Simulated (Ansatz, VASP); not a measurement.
**Two plane-wave programs on LiH3**

File INCAR:

```
SYSTEM = LiH3
  PREC = Accurate
  ENCUT = 600
  EDIFF = 1E-6
  ISMEAR = 0
  SIGMA = 0.1
  LREAL = .FALSE.
  LASPH = .TRUE.
  NELM = 100
  ALGO = Normal
  ISIF = 3
  LWAVE = .FALSE.
  LCHARG = .FALSE.
  GGA = PE
  IBRION = 2
  NSW = 90
  EDIFFG = -0.04
```

File KPOINTS:

```
regular mesh
0
G
  6 6 6
  0 0 0
```

The input POSCAR:

```
LiH3
1.0
   -2.1736572400      2.1736572400      3.4039297800
    2.1736572400     -2.1736572400      3.4039297800
    2.1736572400      2.1736572400     -3.4039297800
Li H
2 6
Direct
    0.2505385600      0.2505385600      0.0000000000
    0.7494614400      0.7494614400      0.0000000000
    0.5698218900      0.0698218900      0.5000000000
    0.0698218900      0.5698218900      0.5000000000
    0.4301781100      0.9301781100      0.5000000000
    0.9301781100      0.4301781100      0.5000000000
    0.7500000000      0.2500000000      0.5000000000
    0.2500000000      0.7500000000      0.5000000000
```

Input for Ansatz:

```yaml
crystal:
  lattice:
    - [-2.17365724, 2.17365724, 3.40392978]
    - [2.17365724, -2.17365724, 3.40392978]
    - [2.17365724, 2.17365724, -3.40392978]
  atoms:
    - { symbol: Li, position: [0.25053856, 0.25053856, 0.0] }
    - { symbol: Li, position: [0.74946144, 0.74946144, 0.0] }
    - { symbol: H, position: [0.56982189, 0.06982189, 0.5] }
    - { symbol: H, position: [0.06982189, 0.56982189, 0.5] }
    - { symbol: H, position: [0.43017811, 0.93017811, 0.5] }
    - { symbol: H, position: [0.93017811, 0.43017811, 0.5] }
    - { symbol: H, position: [0.75, 0.25, 0.5] }
    - { symbol: H, position: [0.25, 0.75, 0.5] }
basis:
  ecutwfc: 420
kpoints:
  mp_grid: { grid: [6, 6, 6] }
hamiltonian:
  xc: pbe
scf:
  occupations: { method: gaussian, width: 0.1 }
  lower_state_search: "off"
output:
  forces: true
  stress: true
  eigenvalues: true
relax:
  adjacent_minimum: "off"
  f_tol: 0.04
  max_steps: 70
  cell: { stress_tol: 0.4 }
```

Alike in both runs: task relaxation of cell and atoms; functional PBE; k mesh 6 × 6 × 6; occupations gaussian, width 0.1 eV; no spin polarisation.

|  | VASP | Ansatz |
| --- | --- | --- |
| version | VASP 6.6.1 | Ansatz 0.2.0 |
| potentials or method | VASP PAW PBE potentials, release 64 (Li_sv, H), cutoff 600 eV | scalar-relativistic, plane waves, PAW |
| valence electrons in the cell | 12 | 12 |

```csv
,VASP,Ansatz,Ansatz less VASP
"gap on the k mesh at the Fermi level, each at its own relaxed structure (eV)",0.78,0.76,-0.012
relaxed volume (Å³/atom),8.86,11.44,+2.580
relaxed length of the cell vector where the two differ most in proportion (Å),5.505,6.696,+1.1911
```

One of these differences is far larger than is usual between the two programs; its cause wasn't traced.

Noted on VASP's run: the cutoff is under 1.25 times that of the potentials, so the pressure is a little rough.
